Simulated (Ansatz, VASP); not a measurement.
# One calculation of Co, two programs

INCAR

```
SYSTEM = Co
ALGO = Normal
EDIFF = 1E-7
ENCUT = 520
GGA = RE
ISIF = 2
ISMEAR = -1
ISPIN = 2
LASPH = .TRUE.
LCHARG = .FALSE.
LMAXMIX = 4
LORBIT = 11
LREAL = .FALSE.
LWAVE = .FALSE.
MAGMOM = 1.777 1.777
NBANDS = 20
NELM = 150
PREC = Accurate
SIGMA = 0.05
```

File KPOINTS:

```
k-points
0
G
  12 12 12
  0 0 0
```

Contents of POSCAR:

```
Co
1.0
    0.0000000000      2.4537486331      2.4537486331
    2.4537486331      0.0000000000      2.4537486331
    2.4537486331      2.4537486331      0.0000000000
Co
2
Direct
    0.1250000000      0.1250000000      0.1250000000
    0.8750000000      0.8750000000      0.8750000000
```

Input for Ansatz:

```yaml
crystal:
  lattice:
    - [0.0, 2.4537486331, 2.4537486331]
    - [2.4537486331, 0.0, 2.4537486331]
    - [2.4537486331, 2.4537486331, 0.0]
  atoms:
    - { symbol: Co, position: [0.125, 0.125, 0.125], spin: 1.777 }
    - { symbol: Co, position: [0.875, 0.875, 0.875], spin: 1.777 }
hamiltonian:
  xc: revpbe
  pseudopotentials:
    kind: paw
    azcp:
      Co: "pseudopotentials/Co.paw.azcp"
basis:
  ecutwfc: 420
  fft_grid_basis: typed
kpoints:
  mp_grid: { grid: [12, 12, 12], shift: [0, 0, 0] }
magnetization:
  spin_polarized: true
scf:
  occupations: { method: fermi_dirac, width: 0.05 }
  lower_state_search: "off"
output:
  stress: true
```

Alike in both runs: task single point; functional revPBE; k mesh 12 × 12 × 12; occupations fermi-dirac, width 0.05 eV; collinear spin.

|  | VASP | Ansatz |
| --- | --- | --- |
| version | VASP 6.6.1 | Ansatz 0.2.0 |
| potentials or method | VASP PAW PBE potentials, release 64 (Co), cutoff 520 eV | plane waves (420 eV) with PAW, scalar-relativistic |
| valence electrons in the cell | 18 | 34 |

|  | VASP | Ansatz | Ansatz less VASP |
| --- | --- | --- | --- |
| pressure (GPa) | 7.8 | 15.8 | +8.04 |
| net moment per atom (μB) | 1.04 | 1.66 | +0.620 |
| size of the moment on the site where the two differ most (μB) | 1.02 | 1.66 | +0.633 |

The net moments are unlike, so the other rows may belong to different states. VASP's potentials were made for PBE, not for revPBE. Site moments also hang on the region over which each program counts them. VASP's potentials hold 18 valence electrons a cell and Ansatz's 34, so a difference there can come from the potentials and not from the codes.
